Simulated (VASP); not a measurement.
Write the native input for VASP 6.6.1 that does the following.

```yaml
Task: single point
Functional: PBEsol
Potentials_or_basis: VASP PAW PBE potentials, release 64 (Mo_sv, S)
Cutoff: 520 eV
k_mesh: 12 × 12 × 2
Occupations: methfessel-paxton, width 0.178 eV
Spin: no spin polarisation
Dipole_correction: no
Further_INCAR_settings: ALGO = Normal; EDIFF = 1e-07; NBANDS = 35
```

The structure of MoS2 lies in POSCAR:

```
MoS2
1.0
    2.9846000000      0.0000000000      0.0000000000
   -1.4923000000      2.5847394201      0.0000000000
    0.0000000000      0.0000000000     12.6960000000
Mo S
2 4
Direct
    0.3333333333      0.6666666667      0.2500000000
    0.6666666667      0.3333333333      0.7500000000
    0.3333333333      0.6666666667      0.6259932117
    0.6666666667      0.3333333333      0.1259932117
    0.3333333333      0.6666666667      0.8740067883
    0.6666666667      0.3333333333      0.3740067883
```

These files were run (other wordings do the same):

INCAR

```
PREC = Accurate
ENCUT = 520
EDIFF = 1E-7
ISMEAR = 1
SIGMA = 0.178
LREAL = False
LASPH = True
NELM = 80
ALGO = Normal
ISIF = 2
LWAVE = False
LCHARG = False
GGA = PS
NBANDS = 35
```

KPOINTS

```
regular mesh
0
Gamma
  12 12 2
```

Potentials or basis: VASP PAW PBE potentials, release 64 (Mo_sv, S).

Launch:

```console
$ cat potpaw_PBE.64/Mo_sv/POTCAR potpaw_PBE.64/S/POTCAR > POTCAR
$ mpirun -np 1 vasp_std > vasp.out
```

Results of the run:

```yaml
Pressure: 16.7 GPa
Largest_force: 0.908 eV/Å
Band_gap_on_the_k_mesh: 1.24 eV, indirect (least direct gap 2.20 eV)
```

Caveat: the PAW data sets were made with another functional, which shifts forces and pressure a little; this functional lacks dispersion, which binds the layers, so the pressure and a relaxed spacing across them are unreliable.

It took 2 min on 1 thread of Intel(R) Xeon(R) Platinum 8375C CPU @ 2.90GHz (Ice Lake), with other jobs on the host, peak memory 0.28 GiB.
